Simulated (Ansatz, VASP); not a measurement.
**Two plane-wave programs on ZrB2**

Contents of INCAR:

```
ALGO = Normal
EDIFF = 1E-6
ENCUT = 520
GGA = PS
ISIF = 2
ISMEAR = 0
LASPH = True
LCHARG = False
LREAL = False
LWAVE = False
NBANDS = 16
NELM = 100
PREC = Accurate
SIGMA = 0.15
```

The input KPOINTS:

```
k-points
0
Gamma
  15 15 12
```

Contents of POSCAR:

```
ZrB2
1.0
    3.0602000000      0.0000000000      0.0000000000
   -1.5301000000      2.6502109406      0.0000000000
    0.0000000000      0.0000000000      3.6236000000
Zr B
1 2
Direct
    0.0000000000      0.0000000000      0.0000000000
    0.3333333333      0.6666666667      0.5000000000
    0.6666666667      0.3333333333      0.5000000000
```

Input for Ansatz:

```yaml
crystal:
  lattice:
    - [3.0602, 0.0, 0.0]
    - [-1.5301, 2.6502109406, 0.0]
    - [0.0, 0.0, 3.6236]
  atoms:
    - { symbol: Zr, position: [0.0, 0.0, 0.0] }
    - { symbol: B, position: [0.3333333333, 0.6666666667, 0.5] }
    - { symbol: B, position: [0.6666666667, 0.3333333333, 0.5] }
basis:
  ecutwfc: 520.0
kpoints:
  mp_grid: { grid: [15, 15, 12] }
hamiltonian:
  xc: pbesol
scf:
  occupations: { method: gaussian, width: 0.15 }
output:
  forces: true
  stress: true
  eigenvalues: true
```

Alike in both runs: task single point; functional PBEsol; k mesh 15 × 15 × 12; occupations gaussian, width 0.15 eV; no spin polarisation.

|  | VASP | Ansatz |
| --- | --- | --- |
| version | VASP 6.6.1 | Ansatz 0.2.0 |
| potentials or method | VASP PAW PBE potentials, release 64 (Zr_sv, B), cutoff 520 eV | scalar-relativistic, plane waves, PAW |
| valence electrons in the cell | 18 | 18 |

|  | VASP | Ansatz | Ansatz less VASP |
| --- | --- | --- | --- |
| gap on the k mesh at the Fermi level (eV) | none | none | - |
| pressure (GPa) | 9.0 | 8.6 | -0.39 |
| traceless stress, the component that is largest in VASP (GPa) | -15.99 | -15.97 | +0.023 |

VASP's potentials were made for PBE, not for PBEsol. A gap of «none» marks a metal or a gap that the smearing closes. The functional is the same, so the differences come from potentials, cutoffs and numerics.
